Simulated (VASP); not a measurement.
# Pt (Pm-3m) in VASP: a series of runs

Pt is run at these levels: PBEsol; tasks: single point.

All numbers are computed with VASP 6.6.1; they aren't measurements. Logs are shortened: lines on timing, memory, paths and dates and some standing lists are left out, and cuts for length are marked.

## Step 1: The cell of the first run

The structure is cubic, space group Pm-3m (No. 221). Conventional cell: a = 2.480 Å, b = 2.480 Å, c = 2.480 Å, α = 90.00°, β = 90.00°, γ = 90.00°. Within 3.3 Å of Pt (site symmetry m-3m) lie 6 Pt at 2.48 Å.

## Step 2: Single point, PBEsol (volume scaled by 0.88)

File INCAR:

```
SYSTEM = Pt
  ALGO = Normal
  EDIFF = 1E-6
  ENCUT = 520
  GGA = PS
  ISIF = 2
  ISMEAR = -1
  LASPH = .True.
  LCHARG = .False.
  LREAL = .False.
  LWAVE = .False.
  NBANDS = 11
  NELM = 80
  PREC = Accurate
  SIGMA = 0.1
```

File KPOINTS:

```
k-points
0
Gamma
  14 14 14
  0 0 0
```

File POSCAR:

```
Pt
1.0
    2.4801479126      0.0000000000      0.0000000000
    0.0000000000      2.4801479126      0.0000000000
    0.0000000000      0.0000000000      2.4801479126
Pt
1
Direct
    0.0000000000      0.0000000000      0.0000000000
```

Potentials or basis: VASP PAW PBE potentials, release 64 (Pt).

Command:

```
> cat potpaw_PBE.64/Pt/POTCAR > POTCAR
> mpirun -np 1 vasp_std > vasp.out
```

OUTCAR:

```text
SYSTEM = Pt
   EDIFF = 1E-6
   ENCUT = 520
   GGA = PS
   ISIF = 2
   ISMEAR = -1
   LASPH = .True.
   LREAL = .False.
   NELM = 80
   PREC = Accurate

 ion  position               nearest neighbor table
   1  0.000  0.000  0.000-

  LATTYP: Found a simple cubic cell.
 ALAT       =     2.4801479126

  Lattice vectors:

 A1 = (   2.4801479126,   0.0000000000,   0.0000000000)
 A2 = (   0.0000000000,   2.4801479126,   0.0000000000)
 A3 = (   0.0000000000,   0.0000000000,   2.4801479126)

Analysis of symmetry for initial positions (statically):
=====================================================================
 Subroutine PRICEL returns:
 Original cell was already a primitive cell.

 Routine SETGRP: Setting up the symmetry group for a
 simple cubic supercell.

 Subroutine GETGRP returns: Found 48 space group operations
 (whereof 48 operations were pure point group operations)
 out of a pool of 48 trial point group operations.

The static configuration has the point symmetry O_h .

Analysis of symmetry for dynamics (positions and initial velocities):
=====================================================================
 Subroutine PRICEL returns:
 Original cell was already a primitive cell.

 Routine SETGRP: Setting up the symmetry group for a
 simple cubic supercell.

 Subroutine GETGRP returns: Found 48 space group operations
 (whereof 48 operations were pure point group operations)
 out of a pool of 48 trial point group operations.

The dynamic configuration has the point symmetry O_h .

 Subroutine INISYM returns: Found 48 space group operations
 (whereof 48 operations are pure point group operations),
 and found     1 'primitive' translations

----------------------------------------------------------------------------------------

                                     Primitive cell

  volume of cell :      15.2557

  direct lattice vectors                    reciprocal lattice vectors
     2.480147913  0.000000000  0.000000000     0.403201759  0.000000000  0.000000000
     0.000000000  2.480147913  0.000000000     0.000000000  0.403201759  0.000000000
     0.000000000  0.000000000  2.480147913     0.000000000  0.000000000  0.403201759

  length of vectors
     2.480147913  2.480147913  2.480147913     0.403201759  0.403201759  0.403201759

  position of ions in fractional coordinates (direct lattice)
     0.000000000  0.000000000  0.000000000

  ion indices of the primitive-cell ions
   primitive index   ion index
                 1           1

----------------------------------------------------------------------------------------

 KPOINTS: k-points

Automatic generation of k-mesh.
 Grid dimensions read from file:
 generate k-points for:   14   14   14

 Generating k-lattice:

  Cartesian coordinates                     Fractional coordinates (reciprocal lattice)
     0.028800126  0.000000000  0.000000000     0.071428571  0.000000000  0.000000000
     0.000000000  0.028800126  0.000000000     0.000000000  0.071428571  0.000000000
     0.000000000  0.000000000  0.028800126     0.000000000  0.000000000  0.071428571

  Length of vectors
     0.028800126  0.028800126  0.028800126

  Shift w.r.t. Gamma in fractional coordinates (k-lattice)
     0.000000000  0.000000000  0.000000000

 Subroutine IBZKPT returns following result:
 ===========================================

 Found    120 irreducible k-points:

 Following reciprocal coordinates:
            Coordinates               Weight
  0.000000  0.000000  0.000000      1.000000
  0.071429  0.000000  0.000000      6.000000
  0.142857  0.000000  0.000000      6.000000
  0.214286  0.000000  0.000000      6.000000
  0.285714  0.000000  0.000000      6.000000
  0.357143  0.000000  0.000000      6.000000
[... 16 lines left out ...]
  0.285714  0.214286  0.000000     24.000000
  0.357143  0.214286  0.000000     24.000000
 [... further k-points ...]
   k-points           NKPTS =    120   k-points in BZ     NKDIM =    120   number of bands    NBANDS=     11
   number of dos      NEDOS =    301   number of ions     NIONS =      1
   total plane-waves  NPLWV =   5832
   dimension x,y,z NGX =    18 NGY =   18 NGZ =   18
   dimension x,y,z NGXF=    36 NGYF=   36 NGZF=   36
   ions per type =               1
   NGX,Y,Z   is equivalent  to a cutoff of  12.07, 12.07, 12.07 a.u.
   NGXF,Y,Z  is equivalent  to a cutoff of  24.13, 24.13, 24.13 a.u.
 SYSTEM =  Pt
   PREC   = accura    normal or accurate (medium, high low for compatibility)
   ISTART =      0    job   : 0-new  1-cont  2-samecut
   ICHARG =      2    charge: 1-file 2-atom 10-const
   ISPIN  =      1    spin polarized calculation?
   LNONCOLLINEAR =      F non collinear calculations
   LSORBIT =      F    spin-orbit coupling
   LASPH  =      T    aspherical Exc in radial PAW
   ENCUT  =  520.0 eV  38.22 Ry    6.18 a.u.   4.61  4.61  4.61*2*pi/ulx,y,z
   NELM   =     80;   NELMIN=  2; NELMDL= -5     # of ELM steps
   EDIFF  = 0.1E-05   stopping-criterion for ELM
   LREAL  =      F    real-space projection
   EDIFFG = 0.1E-04   stopping-criterion for IOM
   NSW    =      0    number of steps for IOM
   IBRION =     -1    ionic relax: 0-MD 1-quasi-New 2-CG
   NFREE  =      0    steps in history (QN), initial steepest desc. (CG)
   ISIF   =      2    stress and relaxation
   ISYM   =      2    0-nonsym 1-usesym 2-fastsym
   POTIM  = 0.5000    time-step for ionic-motion
   TEBEG  =    0.0;   TEEND  =   0.0 temperature during run
   PSTRESS=    0.0 pullay stress
   NELECT =      10.0000    total number of electrons
   NUPDOWN=      -1.0000    fix difference up-down
   EMIN   =  10.00;   EMAX   =-10.00  energy-range for DOS
   EFERMI =   0.00;   METHOD = LEGACY
   ISMEAR =    -1;   SIGMA  =   0.10  broadening in eV -4-tet -1-fermi 0-gaus
   EFERMI_NEDOS =   21; number of points for ismear=-14 and -15
   IALGO  =     38    algorithm
   IMIX   =      4    mixing-type and parameters
     AMIX     =   0.40;   BMIX     =  1.00
     AMIX_MAG =   1.60;   BMIX_MAG =  1.00
  volume/ion in A,a.u.               =      15.26       102.95
  Fermi-wavevector in a.u.,A,eV,Ry     =   1.422101  2.687382 27.516049  2.022373
  Thomas-Fermi vector in A             =   2.542841
   LORBIT       =      0    0 simple, 1 ext, 2 COOP (PROOUT), +10 PAW based schemes
   GGA     = PS    functional components
   LHFCALC =     F    Hartree Fock is set to
   AEXX    =    0.0000 exact exchange contribution
   IVDW    =     0    specifies the selected vdW correction
   LEPSILON=     F    determine dielectric tensor
   LRPA    =     F    only Hartree local field effects (RPA)
 non-spin polarized calculation
  energy-cutoff  :      520.00
  volume of cell :       15.26
 maximum number of plane-waves:       437
   NGX =  9   NGY =  9   NGZ =  9

 number of electron      10.0000000 magnetization

 number of electron       9.9999999 magnetization

 Free energy of the ion-electron system (eV)
  ---------------------------------------------------
  ext. energy  EPLUGINS =         0.00000000
  ---------------------------------------------------
  free energy    TOTEN  =        -6.21976222 eV

  energy without entropy =       -6.18152339  energy(sigma->0) =       -6.20064281

 E-fermi :  10.9335     XC(G=0): -13.4165

 val. band max:       10.9157595929   @ k =   0.1429   0.1429   0.0000
 cond. band min:      10.9374203888   @ k =   0.3571   0.2143   0.1429
 fundamental gap:      0.0216607959
 Fermi energy:        10.9335490229

 k-point     1 :       0.0000    0.0000    0.0000
  band No.  band energies     occupation
      1       0.8211      2.00000
      2       3.7179      2.00000
      3       3.7179      2.00000
      4      11.4128      0.01644
      5      11.4128      0.01644
      6      11.4128      0.01644
      7      26.9827      0.00000
      8      26.9827      0.00000
      9      26.9827      0.00000
     10      33.5981      0.00000
     11      36.4872      0.00000

 k-point     2 :       0.0714    0.0000    0.0000
  band No.  band energies     occupation
      1       0.9901      2.00000
      2       3.7523      2.00000
      3       3.8843      2.00000
      4      11.2314      0.09684
      5      11.2314      0.09684
      6      11.4267      0.01433
      7      25.9227      0.00000
      8      27.2988      0.00000
      9      27.2988      0.00000
     10      34.2958      0.00000
     11      35.0886      0.00000

 k-point     3 :       0.1429    0.0000    0.0000
  band No.  band energies     occupation
      1       1.4470      2.00000
      2       3.8498      2.00000
      3       4.4026      2.00000
      4      10.7532      1.71723
      5      10.7532      1.71723
      6      11.4658      0.00972
      7      23.8283      0.00000
      8      28.1655      0.00000
      9      28.1655      0.00000
     10      32.9975      0.00000
     11      34.9057      0.00000

 k-point     4 :       0.2143    0.0000    0.0000
  band No.  band energies     occupation
      1       2.0632      2.00000
      2       3.9944      2.00000
      3       5.3038      2.00000
      4      10.1267      1.99937
      5      10.1268      1.99937
      6      11.5227      0.00551
      7      21.6426      0.00000
      8      29.3918      0.00000
      9      29.3918      0.00000
     10      31.0823      0.00000
     11      34.9184      0.00000
[... 239 lines left out ...]
 k-point    22 :       0.2143    0.2143    0.0000
  band No.  band energies     occupation
      1       3.2121      2.00000
      2       5.0583      2.00000
      3       6.0120      2.00000
      4       8.8704      2.00000
      5      10.1615      1.99911
      6      10.4199      1.98831
      7      23.3627      0.00000
      8      23.7455      0.00000
      9      31.3213      0.00000
     10      31.9700      0.00000
     11      38.1284      0.00000

 k-point    23 :       0.2857    0.2143    0.0000
  band No.  band energies     occupation
      1       3.6960      2.00000
      2       5.3471      2.00000
      3       6.7523      2.00000
      4       8.8186      2.00000
      5       9.6621      1.99999
      6      10.4058      1.98984
      7      21.3180      0.00000
      8      24.6941      0.00000
      9      30.5764      0.00000
     10      33.4368      0.00000
     11      36.8898      0.00000

 k-point    24 :       0.3571    0.2143    0.0000
  band No.  band energies     occupation
      1       4.1007      2.00000
      2       5.4738      2.00000
      3       6.8382      2.00000
      4       9.1724      2.00000
      5      10.0152      1.99979
      6      10.4781      1.97919
      7      19.2987      0.00000
      8      25.8401      0.00000
      9      29.7277      0.00000
     10      34.0980      0.00000
     11      34.8796      0.00000

 [... further k-points ...]
[... 5 lines left out ...]
  --------------------------------------------------------------------------------------
  -------------------------------------------------------------------------------------
  Total        3.6442914      3.6442914      3.6442914     -0.0000000      0.0000000     -0.0000000
  in kB      382.7286147    382.7286147    382.7286147     -0.0000000      0.0000000     -0.0000000
  external PRESSURE =     382.7286147 kB  Pullay stress =       0.0000000 kB

 VOLUME and BASIS-vectors are now :
 -----------------------------------------------------------------------------
  energy-cutoff  :      520.00
  volume of cell :       15.26
      direct lattice vectors                 reciprocal lattice vectors
     2.480147913  0.000000000  0.000000000     0.403201759  0.000000000  0.000000000
     0.000000000  2.480147913  0.000000000     0.000000000  0.403201759  0.000000000
     0.000000000  0.000000000  2.480147913     0.000000000  0.000000000  0.403201759

 POSITION                                       TOTAL-FORCE (eV/Angst)
 -----------------------------------------------------------------------------------
      0.00000      0.00000      0.00000         0.000000      0.000000      0.000000
 -----------------------------------------------------------------------------------
    total drift:                                0.000000      0.000000     -0.000000

  FREE ENERGIE OF THE ION-ELECTRON SYSTEM (eV)
  ---------------------------------------------------
  free  energy   TOTEN  =        -6.2197622243 eV

  energy  without entropy=       -6.1815233903  energy(sigma->0) =       -6.20064281
```

Run time: 22 s. Hardware: 1 thread of Intel Xeon 8259CL, shared host; peak memory 0.1 GiB.

Results:

* Free energy: -6.2198 eV
* Pressure: 38.3 GPa
* Band gap on the k mesh: zero (band 5 reaches 13.72 eV, above the bottom of band 6 at 9.52 eV)

Caveat: the PAW data sets were made with another functional, which shifts forces and pressure a little; spin-orbit coupling is left out, which moves the levels of the heavy elements.

## Step 3: Single point, PBEsol (volume scaled by 0.92)

File INCAR:

```
PREC = Accurate
ENCUT = 520
EDIFF = 1E-6
ISMEAR = -1
SIGMA = 0.1
LREAL = F
LASPH = T
NELM = 100
ALGO = Normal
ISIF = 2
LWAVE = F
LCHARG = T
GGA = PS
LELF = T
LVHAR = T
NBANDS = 11
```

File KPOINTS:

```
regular mesh
0
Gamma
  14 14 14
```

File POSCAR:

```
Pt
1.0
    2.5171705039      0.0000000000      0.0000000000
    0.0000000000      2.5171705039      0.0000000000
    0.0000000000      0.0000000000      2.5171705039
Pt
1
Direct
    0.0000000000      0.0000000000      0.0000000000
```

Potentials or basis: VASP PAW PBE potentials, release 64 (Pt).

Command:

```
> cat potpaw_PBE.64/Pt/POTCAR > POTCAR
> mpirun -np 1 vasp_std > vasp.out
```

It took 26 s on 1 thread of Intel Xeon 8259CL, shared host; peak memory 0.11 GiB.

The run converged. Its results:

| Item | Value |
| --- | --- |
| Free energy | -6.3493 eV |
| Pressure | 22.0 GPa |
| Band gap on the k mesh | zero (band 5 reaches 12.67 eV, above the bottom of band 6 at 8.79 eV) |

Levels at points of the mesh, in eV from the Fermi level:
```csv
k point,band 1,band 2,band 3,band 4,band 5,band 6,band 7,band 8,band 9,band 10
"(0.00, 0.00, 0.00)",-9.65,-6.77,-6.77,0.43,0.43,0.43,15.82,15.82,15.82,22.16
"(0.50, 0.00, 0.00)",-6.77,-6.07,-2.23,-2.23,-1.12,0.69,5.25,16.44,20.13,22.18
"(0.50, 0.50, 0.00)",-7.05,-5.46,-1.73,-1.73,2.38,4.46,4.46,11.09,14.18,21.97
"(0.50, 0.50, 0.50)",-5.84,-5.84,-5.84,2.56,2.56,9.43,10.80,10.80,10.80,19.30
```

Caveat: the PAW data sets were made with another functional, which shifts forces and pressure a little; spin-orbit coupling is left out, which moves the levels of the heavy elements.

## Step 4: Single point, PBEsol (volume scaled by 0.96)

File INCAR:

```
SYSTEM = Pt
  PREC = Accurate
  ENCUT = 520
  EDIFF = 1E-6
  ISMEAR = -1
  SIGMA = 0.1
  LREAL = .FALSE.
  LASPH = .TRUE.
  NELM = 80
  ALGO = Normal
  ISIF = 2
  LWAVE = .FALSE.
  LCHARG = .FALSE.
  GGA = PS
  NBANDS = 11
```

File KPOINTS:

```
regular mesh
0
G
  14 14 14
  0 0 0
```

File POSCAR:

```
Pt
1.0
    2.5531349415      0.0000000000      0.0000000000
    0.0000000000      2.5531349415      0.0000000000
    0.0000000000      0.0000000000      2.5531349415
Pt
1
Direct
    0.0000000000      0.0000000000      0.0000000000
```

Command:

```
> cat potpaw_PBE.64/Pt/POTCAR > POTCAR
> mpirun -np 1 vasp_std > vasp.out
```

It took 31 s on 1 thread of Intel Xeon 8259CL, shared host; peak memory 0.11 GiB.

It converged, with:

| Property | Result |
| --- | --- |
| Free energy | -6.4167 eV |
| Pressure | 9.4 GPa |
| Band gap on the k mesh | zero (band 5 reaches 11.72 eV, above the bottom of band 6 at 8.12 eV) |

Levels at points of the mesh, in eV from the Fermi level:
| k point | band 1 | band 2 | band 3 | band 4 | band 5 | band 6 | band 7 | band 8 | band 9 | band 10 |
| --- | --- | --- | --- | --- | --- | --- | --- | --- | --- | --- |
| (0.00, 0.00, 0.00) | -9.22 | -6.36 | -6.36 | 0.39 | 0.39 | 0.39 | 15.59 | 15.59 | 15.59 | 21.68 |
| (0.50, 0.00, 0.00) | -6.43 | -5.71 | -2.08 | -2.08 | -0.91 | 0.63 | 4.94 | 16.47 | 19.90 | 21.77 |
| (0.50, 0.50, 0.00) | -6.59 | -5.16 | -1.62 | -1.62 | 2.20 | 4.45 | 4.45 | 10.49 | 13.88 | 21.77 |
| (0.50, 0.50, 0.50) | -5.46 | -5.46 | -5.46 | 2.37 | 2.37 | 9.63 | 10.49 | 10.49 | 10.49 | 18.27 |

Caveat: the PAW data sets were made with another functional, which shifts forces and pressure a little; spin-orbit coupling is left out, which moves the levels of the heavy elements.

(Continued in part 2 of 2.)
